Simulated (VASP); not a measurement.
# Ho2O (P4_2/nmc) in VASP: further runs, part 2 of 3

VASP 6.6.1. Earlier steps stand in the parts before.

### Step 4. Single point, PBE (21.08 Å³/atom)

This run uses another cell than the first one, of 21.08 Å³/atom.

INCAR

```
SYSTEM = Ho2O
ALGO     = Normal         ! electronic algorithm
EDIFF    = 1E-6           ! SCF threshold, eV
ENCUT    = 600            ! plane-wave cutoff, eV
GGA      = PE             ! functional
GGA_COMPAT= .False.      
ISIF     = 2              ! what is computed and relaxed
ISMEAR   = 0              ! smearing method
LASPH    = .True.         ! aspherical terms in the spheres
LCHARG   = .False.        ! write CHGCAR
LMAXMIX  = 6              ! l up to which the mixer works
LREAL    = .False.        ! projectors in reciprocal space
LWAVE    = .False.        ! write WAVECAR
NBANDS   = 33             ! bands
NELM     = 200            ! most SCF steps
PREC     = Accurate       ! precision mode
SIGMA    = 0.1            ! smearing width, eV
```

KPOINTS

```
k-points
0
Gamma
  8 8 4
  0 0 0
```

POSCAR

```
Ho2O
1.0
    3.5388570706      0.0000000000      0.0000000000
    0.0000000000      3.5388570706      0.0000000000
    0.0000000000      0.0000000000     10.1015309703
Ho O
4 2
Direct
    0.5000000000      0.0000000000      0.1209761598
    0.5000000000      0.0000000000      0.6209761598
    0.0000000000      0.5000000000      0.3790238402
    0.0000000000      0.5000000000      0.8790238402
    0.0000000000      0.0000000000      0.5000000000
    0.5000000000      0.5000000000      0.0000000000
```

Potentials or basis: VASP PAW PBE potentials, release 64 (Ho_3, O), 4f in core.

Run with:

```bash
$ cat potpaw_PBE.64/Ho_3/POTCAR potpaw_PBE.64/O/POTCAR > POTCAR
$ mpirun -np 1 vasp_std > vasp.out
```

OUTCAR:

```text
SYSTEM = Ho2O
   EDIFF = 1E-6
   ENCUT = 600
   GGA = PE
   ISIF = 2
   ISMEAR = 0
   LASPH = .True.
   LREAL = .False.
   NELM = 200
   PREC = Accurate

 ion  position               nearest neighbor table
   1  0.500  0.000  0.121-   6 2.15   6 2.15   4 3.50   4 3.50   4 3.50   4 3.50   3 3.61   3 3.61
                             3 3.61   3 3.61
   2  0.500  0.000  0.621-   5 2.15   5 2.15   3 3.50   3 3.50   3 3.50   3 3.50   4 3.61   4 3.61
                             4 3.61   4 3.61
   3  0.000  0.500  0.379-   5 2.15   5 2.15   2 3.50   2 3.50   2 3.50   2 3.50   1 3.61   1 3.61
                             1 3.61   1 3.61
   4  0.000  0.500  0.879-   6 2.15   6 2.15   1 3.50   1 3.50   1 3.50   1 3.50   2 3.61   2 3.61
                             2 3.61   2 3.61
   5  0.000  0.000  0.500-   2 2.15   3 2.15   3 2.15   2 2.15
   6  0.500  0.500  0.000-   1 2.15   4 2.15   1 2.15   4 2.15

  LATTYP: Found a simple tetragonal cell.
 ALAT       =     3.5388570706
 C/A-ratio  =     2.8544614176

  Lattice vectors:

 A1 = (   3.5388570706,   0.0000000000,   0.0000000000)
 A2 = (   0.0000000000,   3.5388570706,   0.0000000000)
 A3 = (   0.0000000000,   0.0000000000,  10.1015309703)

Analysis of symmetry for initial positions (statically):
=====================================================================
 Subroutine PRICEL returns:
 Original cell was already a primitive cell.

 Routine SETGRP: Setting up the symmetry group for a
 simple tetragonal supercell.

 Subroutine GETGRP returns: Found 16 space group operations
 (whereof  8 operations were pure point group operations)
 out of a pool of 16 trial point group operations.

The static configuration has the point symmetry D_2d.
 The point group associated with its full space group is D_4h.

Analysis of symmetry for dynamics (positions and initial velocities):
=====================================================================
 Subroutine PRICEL returns:
 Original cell was already a primitive cell.

 Routine SETGRP: Setting up the symmetry group for a
 simple tetragonal supercell.

 Subroutine GETGRP returns: Found 16 space group operations
 (whereof  8 operations were pure point group operations)
 out of a pool of 16 trial point group operations.

The dynamic configuration has the point symmetry D_2d.
 The point group associated with its full space group is D_4h.

 Subroutine INISYM returns: Found 16 space group operations
 (whereof  8 operations are pure point group operations),
 and found     1 'primitive' translations

----------------------------------------------------------------------------------------

                                     Primitive cell

  volume of cell :     126.5066

  direct lattice vectors                    reciprocal lattice vectors
     3.538857071  0.000000000  0.000000000     0.282577109  0.000000000  0.000000000
     0.000000000  3.538857071  0.000000000     0.000000000  0.282577109  0.000000000
     0.000000000  0.000000000 10.101530970     0.000000000  0.000000000  0.098994895

  length of vectors
     3.538857071  3.538857071 10.101530970     0.282577109  0.282577109  0.098994895

[... 42 lines left out ...]

 Following reciprocal coordinates:
            Coordinates               Weight
  0.000000  0.000000  0.000000      1.000000
  0.125000  0.000000  0.000000      4.000000
  0.250000  0.000000  0.000000      4.000000
  0.375000  0.000000  0.000000      4.000000
  0.500000  0.000000  0.000000      2.000000
  0.125000  0.125000  0.000000      4.000000
[... 16 lines left out ...]
  0.375000  0.125000  0.250000     16.000000
  0.500000  0.125000  0.250000      8.000000
 [... further k-points ...]
   k-points           NKPTS =     45   k-points in BZ     NKDIM =     45   number of bands    NBANDS=     33
   number of dos      NEDOS =    301   number of ions     NIONS =      6
   total plane-waves  NPLWV =  65856
   dimension x,y,z NGX =    28 NGY =   28 NGZ =   84
   dimension x,y,z NGXF=    56 NGYF=   56 NGZF=  168
   ions per type =               4   2
   NGX,Y,Z   is equivalent  to a cutoff of  13.15, 13.15, 13.82 a.u.
   NGXF,Y,Z  is equivalent  to a cutoff of  26.31, 26.31, 27.65 a.u.
 SYSTEM =  Ho2O
   PREC   = accura    normal or accurate (medium, high low for compatibility)
   ISTART =      0    job   : 0-new  1-cont  2-samecut
   ICHARG =      2    charge: 1-file 2-atom 10-const
   ISPIN  =      1    spin polarized calculation?
   LNONCOLLINEAR =      F non collinear calculations
   LSORBIT =      F    spin-orbit coupling
   LASPH  =      T    aspherical Exc in radial PAW
   ENCUT  =  600.0 eV  44.10 Ry    6.64 a.u.   7.07  7.07 20.18*2*pi/ulx,y,z
   NELM   =    200;   NELMIN=  2; NELMDL= -5     # of ELM steps
   EDIFF  = 0.1E-05   stopping-criterion for ELM
   LREAL  =      F    real-space projection
   EDIFFG = 0.1E-04   stopping-criterion for IOM
   NSW    =      0    number of steps for IOM
   IBRION =     -1    ionic relax: 0-MD 1-quasi-New 2-CG
   NFREE  =      0    steps in history (QN), initial steepest desc. (CG)
   ISIF   =      2    stress and relaxation
   ISYM   =      2    0-nonsym 1-usesym 2-fastsym
   POTIM  = 0.5000    time-step for ionic-motion
   TEBEG  =    0.0;   TEEND  =   0.0 temperature during run
   PSTRESS=    0.0 pullay stress
   NELECT =      48.0000    total number of electrons
   NUPDOWN=      -1.0000    fix difference up-down
   EMIN   =  10.00;   EMAX   =-10.00  energy-range for DOS
   EFERMI =   0.00;   METHOD = LEGACY
   ISMEAR =     0;   SIGMA  =   0.10  broadening in eV -4-tet -1-fermi 0-gaus
   EFERMI_NEDOS =   21; number of points for ismear=-14 and -15
   IALGO  =     38    algorithm
   IMIX   =      4    mixing-type and parameters
     AMIX     =   0.40;   BMIX     =  1.00
     AMIX_MAG =   1.60;   BMIX_MAG =  1.00
  volume/ion in A,a.u.               =      21.08       142.28
  Fermi-wavevector in a.u.,A,eV,Ry     =   1.185180  2.239665 19.111432  1.404651
  Thomas-Fermi vector in A             =   2.321379
   LORBIT       =      0    0 simple, 1 ext, 2 COOP (PROOUT), +10 PAW based schemes
   GGA     = PE    functional components
   LHFCALC =     F    Hartree Fock is set to
   AEXX    =    0.0000 exact exchange contribution
   IVDW    =     0    specifies the selected vdW correction
   LEPSILON=     F    determine dielectric tensor
   LRPA    =     F    only Hartree local field effects (RPA)
 non-spin polarized calculation
 Gauss-broadening in eV      SIGMA  =   0.10
  energy-cutoff  :      600.00
  volume of cell :      126.51
 maximum number of plane-waves:      4254
   NGX = 15   NGY = 15   NGZ = 41

 number of electron      48.0000003 magnetization

 Free energy of the ion-electron system (eV)
  ---------------------------------------------------
  ext. energy  EPLUGINS =         0.00000000
  ---------------------------------------------------
  free energy    TOTEN  =       -38.94853877 eV

  energy without entropy =      -38.93465261  energy(sigma->0) =      -38.94159569

 E-fermi :   3.9484     XC(G=0): -10.3270

 val. band max:        3.9283280093   @ k =   0.2500   0.2500   0.0000
 cond. band min:       3.9485910946   @ k =   0.3750   0.3750   0.0000
 fundamental gap:      0.0202630853
 Fermi energy:         3.9484239556

 k-point     1 :       0.0000    0.0000    0.0000
  band No.  band energies     occupation
      1     -20.8460      2.00000
      2     -20.6730      2.00000
      3     -20.0047      2.00000
      4     -20.0047      2.00000
      5     -19.9531      2.00000
      6     -19.9220      2.00000
[... 853 lines left out ...]
     32       7.0414      0.00000
     33       7.8184      0.00000

 [... further k-points ...]

------------------------ aborting loop because EDIFF is reached ----------------------------------------

  FORCE on cell =-STRESS in cart. coord.  units (eV):
  Direction    XX          YY          ZZ          XY          YZ          ZX
  --------------------------------------------------------------------------------------
  -------------------------------------------------------------------------------------
  Total        8.7119369      8.7119369      8.7189132      0.0000000      0.0000000      0.0000000
  in kB      110.3346850    110.3346850    110.4230375      0.0000000      0.0000000      0.0000000
  external PRESSURE =     110.3641358 kB  Pullay stress =       0.0000000 kB

 VOLUME and BASIS-vectors are now :
 -----------------------------------------------------------------------------
  energy-cutoff  :      600.00
  volume of cell :      126.51
      direct lattice vectors                 reciprocal lattice vectors
     3.538857071  0.000000000  0.000000000     0.282577109  0.000000000  0.000000000
     0.000000000  3.538857071  0.000000000     0.000000000  0.282577109  0.000000000
     0.000000000  0.000000000 10.101530970     0.000000000  0.000000000  0.098994895

 POSITION                                       TOTAL-FORCE (eV/Angst)
 -----------------------------------------------------------------------------------
      1.76943      0.00000      1.22204         0.000000      0.000000      0.165480
      1.76943      0.00000      6.27281         0.000000      0.000000      0.165480
      0.00000      1.76943      3.82872        -0.000000      0.000000     -0.165480
      0.00000      1.76943      8.87949         0.000000      0.000000     -0.165480
      0.00000      0.00000      5.05077         0.000000     -0.000000      0.000000
      1.76943      1.76943      0.00000        -0.000000      0.000000      0.000000
 -----------------------------------------------------------------------------------
    total drift:                                0.000000      0.000000      0.000000

  FREE ENERGIE OF THE ION-ELECTRON SYSTEM (eV)
  ---------------------------------------------------
  free  energy   TOTEN  =       -38.9485387677 eV

  energy  without entropy=      -38.9346526108  energy(sigma->0) =      -38.94159569
```

It took 4.6 min on 1 thread of Intel Xeon Platinum 8259CL at 2.50GHz (Skylake/Cascade Lake), shared host; peak memory 0.35 GiB.

What came out:

- Free energy: -38.9485 eV
- Pressure: 11.0 GPa
- Largest force: 0.165 eV/Å
- Band gap on the k mesh: zero (bands 24 and 25 overlap by 0.01 eV)

Forces in eV/Å, atoms in the order of the input:
```
Ho   0.000  0.000  0.165
Ho   0.000  0.000  0.165
Ho   0.000  0.000 -0.165
Ho   0.000  0.000 -0.165
O    0.000  0.000  0.000
O    0.000  0.000  0.000
```

Levels at points of the mesh, in eV from the Fermi level:
```
           k point  band 22  band 23  band 24  band 25  band 26  band 27
(0.00, 0.00, 0.00)    -2.32    -2.18    -1.13     0.90     0.94     1.47
(0.50, 0.00, 0.00)    -1.58    -0.75    -0.75     0.71     0.71     2.03
(0.50, 0.50, 0.00)    -0.78     0.00     0.00     0.02     0.02     0.30
(0.00, 0.00, 0.50)    -3.54    -1.28    -1.28     0.65     0.65     2.53
(0.50, 0.00, 0.50)    -1.62    -0.60    -0.60     0.52     0.52     1.93
(0.50, 0.50, 0.50)    -0.79     0.01     0.01     0.01     0.01     0.34
```

Caveat: the cell stands under pressure; spin-orbit coupling is left out, which moves the levels of the heavy elements; the 4f electrons are frozen in the core, so they carry no moment and show no levels; the run has no spin polarisation, though such a crystal can be magnetic. Spin polarisation is off, so any magnetic state and its effect on volume and gap are missing.

[end of part 2 of 3]

The gap in the log of VASP goes by the Fermi energy; the results here count the filled bands.